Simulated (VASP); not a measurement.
# Ag (I4/mmm) in VASP: further runs

The runs below take Ag through single point, with PBE.

Program: VASP 6.6.1. These are calculated values, not measurements. Logs are shortened: lines on timing, memory, paths and dates and some standing lists are left out, and cuts for length are marked.

## (1) The cell of the first run

It takes space group I4/mmm (No. 139, tetragonal). Conventional cell: a = 2.713 Å, b = 2.713 Å, c = 4.147 Å, α = 90.00°, β = 90.00°, γ = 90.00°. Within 3.6 Å of Ag (site symmetry 4/mmm) lie 12 Ag at 2.71 to 2.82 Å.

## (2) Single point, PBE (strain -0.0750 x Voigt [1, 1, 0, 0, 0, 0])

The input, INCAR:

```
ALGO = Fast
EDIFF = 1E-7
ENCUT = 520
GGA = PE
ISIF = 2
ISMEAR = 0
LASPH = True
LCHARG = False
LREAL = False
LWAVE = False
NBANDS = 12
NELM = 80
PREC = Accurate
SIGMA = 0.15
```

The input, KPOINTS:

```
k-points
0
Gamma
  24 24 24
```

The input, POSCAR:

```
Ag
1.0
    0.0000000000      1.9180760216      2.0735956990
    1.9180760216      0.0000000000      2.0735956990
    1.9180760216      1.9180760216      0.0000000000
Ag
1
Direct
    0.0000000000      0.0000000000      0.0000000000
```

Potentials or basis: VASP PAW PBE potentials, release 64 (Ag).

Run with:

```bash
cat potpaw_PBE.64/Ag/POTCAR > POTCAR
mpirun -np 1 vasp_std > vasp.out
```

OUTCAR:

```text
EDIFF = 1E-7
   ENCUT = 520
   GGA = PE
   ISIF = 2
   ISMEAR = 0
   LASPH = True
   LREAL = False
   NELM = 80
   PREC = Accurate

 ion  position               nearest neighbor table
   1  0.000  0.000  0.000-

  LATTYP: Found a body centered tetragonal cell.
 ALAT       =     2.7125691234
 C/A-ratio  =     1.5288795269

  Lattice vectors:

 A1 = (  -1.9180760216,   0.0000000000,   2.0735956990)
 A2 = (   1.9180760216,   0.0000000000,   2.0735956990)
 A3 = (   0.0000000000,   1.9180760216,  -2.0735956990)

Analysis of symmetry for initial positions (statically):
=====================================================================
 Subroutine PRICEL returns:
 Original cell was already a primitive cell.

 Routine SETGRP: Setting up the symmetry group for a
 body centered tetragonal supercell.

 Subroutine GETGRP returns: Found 16 space group operations
 (whereof 16 operations were pure point group operations)
 out of a pool of 16 trial point group operations.

The static configuration has the point symmetry D_4h.

Analysis of symmetry for dynamics (positions and initial velocities):
=====================================================================
 Subroutine PRICEL returns:
 Original cell was already a primitive cell.

 Routine SETGRP: Setting up the symmetry group for a
 body centered tetragonal supercell.

 Subroutine GETGRP returns: Found 16 space group operations
 (whereof 16 operations were pure point group operations)
 out of a pool of 16 trial point group operations.

The dynamic configuration has the point symmetry D_4h.

 Subroutine INISYM returns: Found 16 space group operations
 (whereof 16 operations are pure point group operations),
 and found     1 'primitive' translations

----------------------------------------------------------------------------------------

                                     Primitive cell

  volume of cell :      15.2576

  direct lattice vectors                    reciprocal lattice vectors
     0.000000000  1.918076022  2.073595699    -0.260677885  0.260677885  0.241127043
     1.918076022  0.000000000  2.073595699     0.260677885 -0.260677885  0.241127043
     1.918076022  1.918076022  0.000000000     0.260677885  0.260677885 -0.241127043

  length of vectors
     2.824679583  2.824679583  2.712569123     0.440508990  0.440508990  0.440508990

  position of ions in fractional coordinates (direct lattice)
     0.000000000  0.000000000  0.000000000

  ion indices of the primitive-cell ions
   primitive index   ion index
                 1           1

----------------------------------------------------------------------------------------

 KPOINTS: k-points

Automatic generation of k-mesh.
 Grid dimensions read from file:
 generate k-points for:   24   24   24

 Generating k-lattice:

  Cartesian coordinates                     Fractional coordinates (reciprocal lattice)
    -0.010861579  0.010861579  0.010046960     0.041666667  0.000000000  0.000000000
     0.010861579 -0.010861579  0.010046960     0.000000000  0.041666667  0.000000000
     0.010861579  0.010861579 -0.010046960     0.000000000  0.000000000  0.041666667

  Length of vectors
     0.018354541  0.018354541  0.018354541

  Shift w.r.t. Gamma in fractional coordinates (k-lattice)
     0.000000000  0.000000000  0.000000000

 Subroutine IBZKPT returns following result:
 ===========================================

 Found   1063 irreducible k-points:

 Following reciprocal coordinates:
            Coordinates               Weight
  0.000000  0.000000  0.000000      1.000000
  0.041667  0.000000  0.000000      8.000000
  0.083333  0.000000  0.000000      8.000000
  0.125000 -0.000000  0.000000      8.000000
  0.166667  0.000000  0.000000      8.000000
  0.208333 -0.000000  0.000000      8.000000
[... 16 lines left out ...]
  0.416667  0.041667  0.000000      8.000000
  0.458333  0.041667  0.000000      8.000000
 [... further k-points ...]
   k-points           NKPTS =   1063   k-points in BZ     NKDIM =   1063   number of bands    NBANDS=     12
   number of dos      NEDOS =    301   number of ions     NIONS =      1
   total plane-waves  NPLWV =  11520
   dimension x,y,z NGX =    24 NGY =   24 NGZ =   20
   dimension x,y,z NGXF=    48 NGYF=   48 NGZF=   40
   ions per type =               1
   NGX,Y,Z   is equivalent  to a cutoff of  14.13, 14.13, 12.26 a.u.
   NGXF,Y,Z  is equivalent  to a cutoff of  28.25, 28.25, 24.51 a.u.
 SYSTEM =  unknown system
   PREC   = accura    normal or accurate (medium, high low for compatibility)
   ISTART =      0    job   : 0-new  1-cont  2-samecut
   ICHARG =      2    charge: 1-file 2-atom 10-const
   ISPIN  =      1    spin polarized calculation?
   LNONCOLLINEAR =      F non collinear calculations
   LSORBIT =      F    spin-orbit coupling
   LASPH  =      T    aspherical Exc in radial PAW
   ENCUT  =  520.0 eV  38.22 Ry    6.18 a.u.   5.25  5.25  5.04*2*pi/ulx,y,z
   NELM   =     80;   NELMIN=  2; NELMDL= -5     # of ELM steps
   EDIFF  = 0.1E-06   stopping-criterion for ELM
   LREAL  =      F    real-space projection
   EDIFFG = 0.1E-05   stopping-criterion for IOM
   NSW    =      0    number of steps for IOM
   IBRION =     -1    ionic relax: 0-MD 1-quasi-New 2-CG
   NFREE  =      0    steps in history (QN), initial steepest desc. (CG)
   ISIF   =      2    stress and relaxation
   ISYM   =      2    0-nonsym 1-usesym 2-fastsym
   POTIM  = 0.5000    time-step for ionic-motion
   TEBEG  =    0.0;   TEEND  =   0.0 temperature during run
   PSTRESS=    0.0 pullay stress
   NELECT =      11.0000    total number of electrons
   NUPDOWN=      -1.0000    fix difference up-down
   EMIN   =  10.00;   EMAX   =-10.00  energy-range for DOS
   EFERMI =   0.00;   METHOD = LEGACY
   ISMEAR =     0;   SIGMA  =   0.15  broadening in eV -4-tet -1-fermi 0-gaus
   EFERMI_NEDOS =   21; number of points for ismear=-14 and -15
   IALGO  =     68    algorithm
   IMIX   =      4    mixing-type and parameters
     AMIX     =   0.40;   BMIX     =  1.00
     AMIX_MAG =   1.60;   BMIX_MAG =  1.00
  volume/ion in A,a.u.               =      15.26       102.96
  Fermi-wavevector in a.u.,A,eV,Ry     =   1.467947  2.774018 29.318780  2.154870
  Thomas-Fermi vector in A             =   2.583504
   LORBIT       =      0    0 simple, 1 ext, 2 COOP (PROOUT), +10 PAW based schemes
   GGA     = PE    functional components
   LHFCALC =     F    Hartree Fock is set to
   AEXX    =    0.0000 exact exchange contribution
   IVDW    =     0    specifies the selected vdW correction
   LEPSILON=     F    determine dielectric tensor
   LRPA    =     F    only Hartree local field effects (RPA)
 non-spin polarized calculation
 RMM-DIIS sequential band-by-band and
 Gauss-broadening in eV      SIGMA  =   0.15
  energy-cutoff  :      520.00
  volume of cell :       15.26
 maximum number of plane-waves:       423
 NGX is ok and might be reduce to    24
   NGX = 11   NGY = 11   NGZ = 11

 number of electron      10.9999998 magnetization

 Free energy of the ion-electron system (eV)
  ---------------------------------------------------
  ext. energy  EPLUGINS =         0.00000000
  ---------------------------------------------------
  free energy    TOTEN  =        -2.55750225 eV

  energy without entropy =       -2.55522330  energy(sigma->0) =       -2.55636278

 E-fermi :  10.1610     XC(G=0): -12.8862

 val. band max:       10.1605556476   @ k =   0.5000   0.1250   0.0000
 cond. band min:      10.1711108765   @ k =  -0.1250   0.3333   0.2917
 fundamental gap:      0.0105552290
 Fermi energy:        10.1609581628

 k-point     1 :       0.0000    0.0000    0.0000
  band No.  band energies     occupation
      1       1.4538      2.00000
      2       4.4340      2.00000
      3       5.0465      2.00000
      4       5.0465      2.00000
      5       5.7382      2.00000
      6       6.3845      2.00000
      7      26.3920      0.00000
      8      29.5982      0.00000
      9      31.0191      0.00000
     10      31.0191      0.00000
     11      35.6296      0.00000
     12      37.2900      0.00000

 k-point     2 :       0.0417    0.0000    0.0000
  band No.  band energies     occupation
      1       1.5139      2.00000
      2       4.4460      2.00000
      3       5.0362      2.00000
      4       5.0642      2.00000
      5       5.7358      2.00000
      6       6.3722      2.00000
      7      26.4273      0.00000
      8      29.4816      0.00000
      9      30.6699      0.00000
     10      31.0628      0.00000
     11      35.9171      0.00000
     12      37.0092      0.00000

 k-point     3 :       0.0833    0.0000    0.0000
  band No.  band energies     occupation
      1       1.6903      2.00000
      2       4.4767      2.00000
      3       5.0094      2.00000
      4       5.1142      2.00000
      5       5.7345      2.00000
      6       6.3383      2.00000
      7      26.4851      0.00000
      8      28.8047      0.00000
      9      30.3598      0.00000
     10      31.1855      0.00000
     11      35.4115      0.00000
     12      37.1010      0.00000
[... 286 lines left out ...]
 k-point    23 :       0.4167    0.0417    0.0000
  band No.  band energies     occupation
      1       3.0251      2.00000
      2       4.5491      2.00000
      3       5.1756      2.00000
      4       6.6742      2.00000
      5       6.8486      2.00000
      6       8.0709      2.00000
      7      16.4585      0.00000
      8      25.5029      0.00000
      9      29.1532      0.00000
     10      29.8255      0.00000
     11      33.5058      0.00000
     12      35.6689      0.00000

 k-point    24 :       0.4583    0.0417    0.0000
  band No.  band energies     occupation
      1       2.9819      2.00000
      2       4.5152      2.00000
      3       5.1269      2.00000
      4       6.8837      2.00000
      5       6.9156      2.00000
      6       8.9287      2.00000
      7      15.2187      0.00000
      8      25.2324      0.00000
      9      28.7114      0.00000
     10      29.7706      0.00000
     11      33.6988      0.00000
     12      35.6511      0.00000

 [... further k-points ...]
[... 5 lines left out ...]
  --------------------------------------------------------------------------------------
  -------------------------------------------------------------------------------------
  Total        2.3262955      2.3262955      1.7400560      0.0000000      0.0000000     -0.0000000
  in kB      244.2810394    244.2810394    182.7208442      0.0000000      0.0000000     -0.0000000
  external PRESSURE =     223.7609744 kB  Pullay stress =       0.0000000 kB

 VOLUME and BASIS-vectors are now :
 -----------------------------------------------------------------------------
  energy-cutoff  :      520.00
  volume of cell :       15.26
      direct lattice vectors                 reciprocal lattice vectors
     0.000000000  1.918076022  2.073595699    -0.260677885  0.260677885  0.241127043
     1.918076022  0.000000000  2.073595699     0.260677885 -0.260677885  0.241127043
     1.918076022  1.918076022  0.000000000     0.260677885  0.260677885 -0.241127043

 POSITION                                       TOTAL-FORCE (eV/Angst)
 -----------------------------------------------------------------------------------
      0.00000      0.00000      0.00000         0.000000     -0.000000      0.000000
 -----------------------------------------------------------------------------------
    total drift:                                0.000000      0.000000     -0.000000

  FREE ENERGIE OF THE ION-ELECTRON SYSTEM (eV)
  ---------------------------------------------------
  free  energy   TOTEN  =        -2.5575022459 eV

  energy  without entropy=       -2.5552233045  energy(sigma->0) =       -2.55636278
```

It took 92 s on 1 thread of Intel Xeon Platinum 8488C (Sapphire Rapids), shared host; peak memory 0.3 GiB.

Results:

| Quantity | Value |
| --- | --- |
| Free energy | -2.5575 eV |
| Pressure | 22.4 GPa |

Stress tensor (GPa, compression positive):
```
24.43  0.00  0.00
 0.00 24.43  0.00
 0.00  0.00 18.27
```

Caveat: the cell differs from its parent crystal (strain -0.0750 x Voigt [1, 1, 0, 0, 0, 0]).

## (3) Single point, PBE (strain -0.0375 x Voigt [1, 1, 0, 0, 0, 0])

The input, INCAR:

```
SYSTEM = Ag
PREC     = Accurate       ! precision mode
ENCUT    = 520            ! plane-wave cutoff, eV
EDIFF    = 1E-6           ! SCF threshold, eV
ISMEAR   = 0              ! smearing method
SIGMA    = 0.15           ! smearing width, eV
LREAL    = .False.        ! projectors in reciprocal space
LASPH    = .True.         ! aspherical terms in the spheres
NELM     = 80             ! most SCF steps
ALGO     = Fast           ! electronic algorithm
ISIF     = 2              ! what is computed and relaxed
LWAVE    = .False.        ! write WAVECAR
LCHARG   = .False.        ! write CHGCAR
GGA      = PE             ! functional
NBANDS   = 12             ! bands
```

The input, KPOINTS:

```
Automatic mesh
0
Gamma
  24 24 24
  0 0 0
```

The input, POSCAR:

```
Ag
1.0
    0.0000000000      1.9958358603      2.0735956990
    1.9958358603      0.0000000000      2.0735956990
    1.9958358603      1.9958358603      0.0000000000
Ag
1
Direct
    0.0000000000      0.0000000000      0.0000000000
```

Potentials or basis: VASP PAW PBE potentials, release 64 (Ag).

Run with:

```bash
cat potpaw_PBE.64/Ag/POTCAR > POTCAR
mpirun -np 1 vasp_std > vasp.out
```

Wall time 87 s (1 thread of Intel Xeon Platinum 8488C (Sapphire Rapids), shared host); peak memory 0.31 GiB.

The run converged. Its results:

```
Free energy : -2.6857 eV
Pressure    : 8.6 GPa
```

Stress tensor (GPa, compression positive):
```
9.31 0.00 0.00
0.00 9.31 0.00
0.00 0.00 7.28
```

Levels at points of the mesh, in eV from the Fermi level:
```tsv
k point	band 2	band 3	band 4	band 5	band 6	band 7	band 8	band 9	band 10	band 11
(0.00, 0.00, 0.00)	-5.15	-4.89	-4.89	-4.02	-3.75	16.06	19.43	19.99	19.99	24.69
(0.50, 0.00, 0.00)	-5.12	-4.88	-3.10	-2.99	-0.53	3.74	15.17	17.83	18.61	22.79
(0.50, 0.50, 0.00)	-6.57	-3.07	-2.84	-2.84	1.09	6.31	11.25	11.25	17.96	18.08
(0.50, 0.00, 0.50)	-6.55	-3.09	-2.92	-2.72	1.75	7.27	10.53	10.59	17.30	17.41
```

Caveat: the cell differs from its parent crystal (strain -0.0375 x Voigt [1, 1, 0, 0, 0, 0]).

## (4) Single point, PBE (strain +0.0375 x Voigt [1, 1, 0, 0, 0, 0])

The input, INCAR:

```
ALGO = Fast
EDIFF = 1E-7
ENCUT = 520
GGA = PE
ISIF = 2
ISMEAR = 0
LASPH = T
LCHARG = F
LREAL = F
LWAVE = F
NBANDS = 12
NELM = 100
PREC = Accurate
SIGMA = 0.15
```

The input, KPOINTS:

```
k-points
0
Gamma
  24 24 24
```

The input, POSCAR:

```
Ag
1.0
    0.0000000000      2.1513555377      2.0735956990
    2.1513555377      0.0000000000      2.0735956990
    2.1513555377      2.1513555377      0.0000000000
Ag
1
Direct
    0.0000000000      0.0000000000      0.0000000000
```

Run with:

```bash
cat potpaw_PBE.64/Ag/POTCAR > POTCAR
mpirun -np 1 vasp_std > vasp.out
```

It took 99 s on 1 thread of Intel Xeon Platinum 8488C (Sapphire Rapids), shared host; peak memory 0.34 GiB.

It converged, with:

```
Free energy : -2.6941 eV
Pressure    : -5.4 GPa
```

Stress tensor (GPa, compression positive):
```
-5.70  0.00  0.00
 0.00 -5.70  0.00
 0.00  0.00 -4.93
```

Levels at points of the mesh, in eV from the Fermi level:
| k point | band 4 | band 5 | band 6 | band 7 | band 8 | band 9 |
| --- | --- | --- | --- | --- | --- | --- |
| (0.00, 0.00, 0.00) | -4.34 | -3.72 | -3.53 | 15.69 | 18.45 | 18.45 |
| (0.50, 0.00, 0.00) | -3.02 | -2.94 | -0.13 | 2.95 | 14.80 | 16.20 |
| (0.50, 0.50, 0.00) | -2.80 | -2.80 | 2.06 | 6.39 | 9.62 | 9.62 |
| (0.50, 0.00, 0.50) | -2.89 | -2.75 | 1.48 | 5.55 | 10.24 | 10.24 |

Caveat: the cell differs from its parent crystal (strain +0.0375 x Voigt [1, 1, 0, 0, 0, 0]).

## (5) The runs side by side

| cell | further INCAR settings | gap on the mesh (eV) | pressure (GPa) |
| --- | --- | --- | --- |
| a = 2.825, b = 2.825, c = 2.713 Å, angles 61.3, 61.3, 57.4°, 1 atom | ALGO = Fast; EDIFF = 1e-07; NBANDS = 12 | none | 22.4 |
| a = 2.878, b = 2.878, c = 2.823 Å, angles 60.6, 60.6, 58.7°, 1 atom | ALGO = Fast; EDIFF = 1e-06; NBANDS = 12 | none | 8.6 |
| a = 2.988, b = 2.988, c = 3.042 Å, angles 59.4, 59.4, 61.2°, 1 atom | ALGO = Fast; EDIFF = 1e-07; NBANDS = 12 | none | -5.4 |

Alike in all rows: task single point; level PBE; potentials or basis VASP PAW PBE potentials, release 64 (Ag); no spin polarisation; k mesh 24 × 24 × 24; cutoff (eV) 520; smearing gaussian 0.15 eV.

Absolute energies hang on the potentials; compare differences alone.
